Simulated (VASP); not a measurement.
Input of a VASP 6.6.1 run:

File INCAR:

```
PREC = Accurate ; ENCUT = 600
EDIFF = 1E-6 ; ISMEAR = -1
SIGMA = 0.08 ; LREAL = False
LASPH = True ; NELM = 60
ALGO = Normal ; ISIF = 3
LWAVE = False ; LCHARG = False
GGA = PE ; IBRION = 2
NSW = 60 ; EDIFFG = -0.005
PSTRESS = 1100.0
```

The input KPOINTS:

```
Automatic mesh
0
Gamma
  20 20 20
```

POSCAR

```
S
1.0
   -1.3408932945      1.3408932945      1.3408932945
    1.3408932945     -1.3408932945      1.3408932945
    1.3408932945      1.3408932945     -1.3408932945
S
1
Direct
    0.0000000000      0.0000000000      0.0000000000
```

Potentials or basis: VASP PAW PBE potentials, release 64 (S).

Launch:

```console
$ cat potpaw_PBE.64/S/POTCAR > POTCAR
$ mpirun -np 1 vasp_std > vasp.out
```

Question: Predict the space group after relaxing (to 0.1 Å).

Answer: Im-3m (No. 229).

Question: Predict the relaxed volume.

Answer: 9.61 Å³/atom.

The path:
```tsv
step	energy change (eV)	largest force (eV/Å)	pressure (GPa)	volume (Å³)
1	0.0000	0.0000	108.61	9.64
2	0.0808	0.0000	113.87	9.53
3	0.0213	0.0000	110.00	9.61
```

Caveat: the cell is relaxed towards a set pressure, so the run minimises the enthalpy, not the energy.
